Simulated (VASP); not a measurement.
# BN in VASP: single point with PBE

Aim: the single point of BN with PBE.

All numbers are computed with VASP 6.6.1; they aren't measurements. Logs are shortened: lines on timing, memory, paths and dates and some standing lists are left out, and cuts for length are marked.

**1. The cell of the first run**

The cell holds a slab with vacuum, 8 atoms: a = 2.510 Å, b = 2.510 Å, c = 25.035 Å, α = 90.00°, β = 90.00°, γ = 120.00°.

**2. Single point, PBE**

File INCAR:

```
PREC = Accurate ; ENCUT = 520
EDIFF = 1E-6 ; ISMEAR = -1
SIGMA = 0.05 ; LREAL = False
LASPH = True ; NELM = 80
ALGO = Normal ; ISIF = 2
LWAVE = False ; LCHARG = False
LDIPOL = True ; IDIPOL = 3
DIPOL = 0.5 0.5 0.500 ; GGA = PE
NBANDS = 26
```

File KPOINTS:

```
regular mesh
0
Gamma
  12 12 1
```

File POSCAR:

```
BN
1.0
    2.5099983704      0.0000000000      0.0000000000
   -1.2549991852      2.1737223522      0.0000000000
    0.0000000000      0.0000000000     25.0350000000
B N
4 4
Direct
    0.0000000000      0.0000000000      0.2995805872
    0.3333333333      0.6666666666      0.4331935291
    0.0000000000      0.0000000000      0.5668064709
    0.3333333333      0.6666666666      0.7004194128
    0.6666666667      0.3333333334      0.2995805872
    0.0000000000      0.0000000000      0.4331935291
    0.6666666667      0.3333333334      0.5668064709
    0.0000000000      0.0000000000      0.7004194128
```

Potentials or basis: VASP PAW PBE potentials, release 64 (B, N).

Launch:

```bash
> cat potpaw_PBE.64/B/POTCAR potpaw_PBE.64/N/POTCAR > POTCAR
> mpirun -np 1 vasp_std > vasp.out
```

OUTCAR:

```text
PREC = Accurate
   ENCUT = 520
   EDIFF = 1E-6
   ISMEAR = -1
   LREAL = False
   LASPH = True
   NELM = 80
   ISIF = 2
   GGA = PE

 ion  position               nearest neighbor table
   1  0.000  0.000  0.300-   5 1.45   5 1.45   5 1.45
   2  0.333  0.667  0.433-   6 1.45   6 1.45   6 1.45
   3  0.000  0.000  0.567-   7 1.45   7 1.45   7 1.45
   4  0.333  0.667  0.700-   8 1.45   8 1.45   8 1.45
   5  0.667  0.333  0.300-   1 1.45   1 1.45   1 1.45
   6  0.000  0.000  0.433-   2 1.45   2 1.45   2 1.45
   7  0.667  0.333  0.567-   3 1.45   3 1.45   3 1.45
   8  0.000  0.000  0.700-   4 1.45   4 1.45   4 1.45

  LATTYP: Found a hexagonal cell.
 ALAT       =     2.5099983704
 C/A-ratio  =     9.9741100613

  Lattice vectors:

 A1 = (   2.5099983704,   0.0000000000,   0.0000000000)
 A2 = (  -1.2549991852,   2.1737223522,   0.0000000000)
 A3 = (   0.0000000000,   0.0000000000,  25.0350000000)

Analysis of symmetry for initial positions (statically):
=====================================================================
 Subroutine PRICEL returns:
 Original cell was already a primitive cell.

 Routine SETGRP: Setting up the symmetry group for a
 hexagonal supercell.

 Subroutine GETGRP returns: Found  6 space group operations
 (whereof  6 operations were pure point group operations)
 out of a pool of 24 trial point group operations.

The static configuration has the point symmetry C_3v.

Analysis of symmetry for dynamics (positions and initial velocities):
=====================================================================
 Subroutine PRICEL returns:
 Original cell was already a primitive cell.

 Routine SETGRP: Setting up the symmetry group for a
 hexagonal supercell.

 Subroutine GETGRP returns: Found  6 space group operations
 (whereof  6 operations were pure point group operations)
 out of a pool of 24 trial point group operations.

The dynamic configuration has the point symmetry C_3v.

 Subroutine INISYM returns: Found  6 space group operations
 (whereof  6 operations are pure point group operations),
 and found     1 'primitive' translations

----------------------------------------------------------------------------------------

                                     Primitive cell

  volume of cell :     136.5920

  direct lattice vectors                    reciprocal lattice vectors
     2.509998370  0.000000000  0.000000000     0.398406633  0.230020177  0.000000000
    -1.254999185  2.173722352  0.000000000     0.000000000  0.460040354  0.000000000
     0.000000000  0.000000000 25.035000000     0.000000000  0.000000000  0.039944078

  length of vectors
     2.509998370  2.509998370 25.035000000     0.460040354  0.460040354  0.039944078

  position of ions in fractional coordinates (direct lattice)
     0.000000000  0.000000000  0.299580587
     0.333333333  0.666666667  0.433193529
     0.000000000  0.000000000  0.566806471
     0.333333333  0.666666667  0.700419413
     0.666666667  0.333333333  0.299580587
     0.000000000  0.000000000  0.433193529
     0.666666667  0.333333333  0.566806471
     0.000000000  0.000000000  0.700419413

  ion indices of the primitive-cell ions
   primitive index   ion index
                 1           1
                 2           2
                 3           3
                 4           4
                 5           5
                 6           6
                 7           7
                 8           8

----------------------------------------------------------------------------------------

 KPOINTS: regular mesh

Automatic generation of k-mesh.
 Grid dimensions read from file:
 generate k-points for:   12   12    1

 Generating k-lattice:

  Cartesian coordinates                     Fractional coordinates (reciprocal lattice)
     0.033200553  0.019168348  0.000000000     0.083333333 -0.000000000  0.000000000
     0.000000000  0.038336696  0.000000000     0.000000000  0.083333333  0.000000000
     0.000000000  0.000000000  0.039944078     0.000000000  0.000000000  1.000000000

  Length of vectors
     0.038336696  0.038336696  0.039944078

  Shift w.r.t. Gamma in fractional coordinates (k-lattice)
     0.000000000  0.000000000  0.000000000

 Subroutine IBZKPT returns following result:
 ===========================================

 Found     19 irreducible k-points:

 Following reciprocal coordinates:
            Coordinates               Weight
  0.000000  0.000000  0.000000      1.000000
  0.083333 -0.000000  0.000000      6.000000
  0.166667 -0.000000  0.000000      6.000000
  0.250000 -0.000000  0.000000      6.000000
  0.333333 -0.000000  0.000000      6.000000
  0.416667 -0.000000  0.000000      6.000000
[... 11 lines left out ...]
  0.333333  0.250000  0.000000     12.000000
  0.333333  0.333333  0.000000      2.000000
   k-points           NKPTS =     19   k-points in BZ     NKDIM =     19   number of bands    NBANDS=     26
   number of dos      NEDOS =    301   number of ions     NIONS =      8
   total plane-waves  NPLWV =  76800
   dimension x,y,z NGX =    20 NGY =   20 NGZ =  192
   dimension x,y,z NGXF=    40 NGYF=   40 NGZF=  384
   ions per type =               4   4
   NGX,Y,Z   is equivalent  to a cutoff of  13.25, 13.25, 12.75 a.u.
   NGXF,Y,Z  is equivalent  to a cutoff of  26.49, 26.49, 25.50 a.u.
 SYSTEM =  unknown system
   PREC   = accura    normal or accurate (medium, high low for compatibility)
   ISTART =      0    job   : 0-new  1-cont  2-samecut
   ICHARG =      2    charge: 1-file 2-atom 10-const
   ISPIN  =      1    spin polarized calculation?
   LNONCOLLINEAR =      F non collinear calculations
   LSORBIT =      F    spin-orbit coupling
   LASPH  =      T    aspherical Exc in radial PAW
   ENCUT  =  520.0 eV  38.22 Ry    6.18 a.u.   4.67  4.67 46.55*2*pi/ulx,y,z
   NELM   =     80;   NELMIN=  2; NELMDL= -5     # of ELM steps
   EDIFF  = 0.1E-05   stopping-criterion for ELM
   LREAL  =      F    real-space projection
   EDIFFG = 0.1E-04   stopping-criterion for IOM
   NSW    =      0    number of steps for IOM
   IBRION =     -1    ionic relax: 0-MD 1-quasi-New 2-CG
   NFREE  =      0    steps in history (QN), initial steepest desc. (CG)
   ISIF   =      2    stress and relaxation
   ISYM   =      2    0-nonsym 1-usesym 2-fastsym
   POTIM  = 0.5000    time-step for ionic-motion
   TEBEG  =    0.0;   TEEND  =   0.0 temperature during run
   PSTRESS=    0.0 pullay stress
   NELECT =      32.0000    total number of electrons
   NUPDOWN=      -1.0000    fix difference up-down
   EMIN   =  10.00;   EMAX   =-10.00  energy-range for DOS
   EFERMI =   0.00;   METHOD = LEGACY
   ISMEAR =    -1;   SIGMA  =   0.05  broadening in eV -4-tet -1-fermi 0-gaus
   EFERMI_NEDOS =   21; number of points for ismear=-14 and -15
   IALGO  =     38    algorithm
   IMIX   =      4    mixing-type and parameters
     AMIX     =   0.40;   BMIX     =  1.00
     AMIX_MAG =   1.60;   BMIX_MAG =  1.00
  volume/ion in A,a.u.               =      17.07       115.22
  Fermi-wavevector in a.u.,A,eV,Ry     =   1.009214  1.907137 13.857700  1.018512
  Thomas-Fermi vector in A             =   2.142128
   LORBIT       =      0    0 simple, 1 ext, 2 COOP (PROOUT), +10 PAW based schemes
   GGA     = PE    functional components
   LHFCALC =     F    Hartree Fock is set to
   AEXX    =    0.0000 exact exchange contribution
   IVDW    =     0    specifies the selected vdW correction
   LEPSILON=     F    determine dielectric tensor
   LRPA    =     F    only Hartree local field effects (RPA)
 non-spin polarized calculation
  energy-cutoff  :      520.00
  volume of cell :      136.59
 maximum number of plane-waves:      3741
 NGX is ok and might be reduce to    20
   NGX =  9   NGY =  9   NGZ = 93

 number of electron      32.0000000 magnetization

 dipolmoment           0.000000      0.000000     -0.003190 electrons x Angstroem

 Free energy of the ion-electron system (eV)
  ---------------------------------------------------
  ext. energy  EPLUGINS =         0.00000000
  ---------------------------------------------------
  free energy    TOTEN  =       -70.34237494 eV

  energy without entropy =      -70.34237494  energy(sigma->0) =      -70.34237494

 E-fermi :  -0.4860     XC(G=0):  -5.6898

 val. band max:       -1.4951324988   @ k =   0.3333   0.3333   0.0000
 cond. band min:       2.8758730343   @ k =   0.5000  -0.0000   0.0000
 fundamental gap:      4.3710055332
 Fermi energy:        -0.4859555985

 k-point     1 :       0.0000    0.0000    0.0000
  band No.  band energies     occupation
      1     -19.2986      2.00000
      2     -19.2362      2.00000
      3     -19.1058      2.00000
      4     -19.0534      2.00000
      5      -7.5402      2.00000
      6      -7.0804      2.00000
[... 18 lines left out ...]
     25       9.3684      0.00000
     26       9.9445      0.00000

 k-point     2 :       0.0833   -0.0000    0.0000
  band No.  band energies     occupation
      1     -19.1639      2.00000
      2     -19.1027      2.00000
      3     -18.9731      2.00000
      4     -18.9220      2.00000
      5      -7.3555      2.00000
      6      -6.9001      2.00000
[... 18 lines left out ...]
     25       9.4676      0.00000
     26       9.8418      0.00000

 k-point     3 :       0.1667   -0.0000    0.0000
  band No.  band energies     occupation
      1     -18.7674      2.00000
      2     -18.7097      2.00000
      3     -18.5827      2.00000
      4     -18.5353      2.00000
      5      -6.8091      2.00000
      6      -6.3696      2.00000
[... 427 lines left out ...]
 k-point    18 :       0.3333    0.2500    0.0000
  band No.  band energies     occupation
      1     -15.7837      2.00000
      2     -15.7684      2.00000
      3     -15.6741      2.00000
      4     -15.6603      2.00000
      5      -9.6986      2.00000
      6      -9.6812      2.00000
[... 18 lines left out ...]
     25      11.3795      0.00000
     26      11.7596      0.00000

 k-point    19 :       0.3333    0.3333    0.0000
  band No.  band energies     occupation
      1     -15.5871      2.00000
      2     -15.5743      2.00000
      3     -15.4862      2.00000
      4     -15.4705      2.00000
      5      -9.4670      2.00000
      6      -9.4560      2.00000
[... 18 lines left out ...]
     25      11.7320      0.00000
     26      11.9169      0.00000

------------------------ aborting loop because EDIFF is reached ----------------------------------------

 vacuum level on the upper side and lower side of the slab       (xc-potential included)        -0.236        -0.135

  FORCE on cell =-STRESS in cart. coord.  units (eV):
  Direction    XX          YY          ZZ          XY          YZ          ZX
  --------------------------------------------------------------------------------------
  -------------------------------------------------------------------------------------
  Total        0.4661079      0.4661079      0.8192332      0.0000000      0.0000000      0.0000000
  in kB        5.4672874      5.4672874      9.6093278      0.0000000      0.0000000      0.0000000
  external PRESSURE =       6.8479675 kB  Pullay stress =       0.0000000 kB

 VOLUME and BASIS-vectors are now :
 -----------------------------------------------------------------------------
  energy-cutoff  :      520.00
  volume of cell :      136.59
      direct lattice vectors                 reciprocal lattice vectors
     2.509998370  0.000000000  0.000000000     0.398406633  0.230020177  0.000000000
    -1.254999185  2.173722352  0.000000000     0.000000000  0.460040354  0.000000000
     0.000000000  0.000000000 25.035000000     0.000000000  0.000000000  0.039944078

 POSITION                                       TOTAL-FORCE (eV/Angst)
 -----------------------------------------------------------------------------------
      0.00000      0.00000      7.50000        -0.000000      0.000000     -0.027173
     -0.00000      1.44915     10.84500        -0.000000      0.000000     -0.000217
      0.00000      0.00000     14.19000         0.000000     -0.000000      0.000544
     -0.00000      1.44915     17.53500        -0.000000     -0.000000      0.036504
      1.25500      0.72457      7.50000        -0.000000      0.000000     -0.061868
      0.00000      0.00000     10.84500        -0.000000      0.000000      0.000056
      1.25500      0.72457     14.19000        -0.000000      0.000000      0.000118
      0.00000      0.00000     17.53500        -0.000000      0.000000      0.052037
 -----------------------------------------------------------------------------------
    total drift:                               -0.000001      0.000001      0.000051

  FREE ENERGIE OF THE ION-ELECTRON SYSTEM (eV)
  ---------------------------------------------------
  free  energy   TOTEN  =       -70.3423749377 eV

  energy  without entropy=      -70.3423749376  energy(sigma->0) =      -70.34237494

 vacuum level on the upper side and lower side of the slab         4.099         4.201
```

It took 3.7 min on 1 thread of AMD EPYC 7R13, shared host; peak memory 0.24 GiB.

Results:

```yaml
Free_energy: -70.3424 eV
Largest_force: 0.062 eV/Å
Band_gap_on_the_k_mesh: 4.37 eV, indirect (least direct gap 4.47 eV)
```

Forces on the atoms (eV/Å):
```
B    0.000  0.000 -0.027
B    0.000  0.000  0.000
B    0.000  0.000  0.001
B    0.000  0.000  0.037
N    0.000  0.000 -0.062
N    0.000  0.000  0.000
N    0.000  0.000  0.000
N    0.000  0.000  0.052
```
